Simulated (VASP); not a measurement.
Runs of VASP 6.6.1 on GaSb. Symmetry: F-43m, No. 216, cubic system. The conventional cell has a = 6.118 Å, b = 6.118 Å, c = 6.118 Å, α = 90.00°, β = 90.00°, γ = 90.00°. Ga (site symmetry -43m) has 4 Sb at 2.65 Å within 3.5 Å. Sb (site symmetry -43m) has 4 Ga at 2.65 Å within 3.5 Å. 

```csv
task,level,potentials or basis,spin,gap on the mesh (eV),pressure (GPa)
electric field gradients,PBEsol,"VASP PAW PBE potentials, release 64 (Ga_d, Sb)",off,none,-0.1
electric field gradients,LDA,"VASP PAW LDA potentials, release 64 (Ga_d, Sb)",off,none,-1.6
single point,PBE,"VASP PAW PBE potentials, release 64 (Ga_d, Sb)","non-collinear, zero start, SOC",-,(a)
electric field gradients,r2SCAN,"VASP PAW PBE potentials, release 64 (Ga_d, Sb)",off,0.45,0.5
single point,LDA,"VASP PAW LDA potentials, release 64 (Ga_d, Sb)",off,none,-1.6
```

Alike in all rows: cell as given; k mesh 12 × 12 × 12; cutoff (eV) 520; smearing fermi-dirac 0.08 eV.

Task: Estimate the missing entries.

Result: (a) 2.5.

Caveats: spin-orbit coupling is left out, which moves the levels of the heavy elements (at least some runs); semilocal functionals underestimate gaps, so a narrow gap can read as zero (at least some runs); the PAW data sets were made with another functional, which shifts forces and pressure a little (at least some runs).

A k mesh can miss the band edges, and rows without SOC leave out spin-orbit coupling on Ga, Sb.

A gap of «none» marks levels without a gap at the run's occupations.
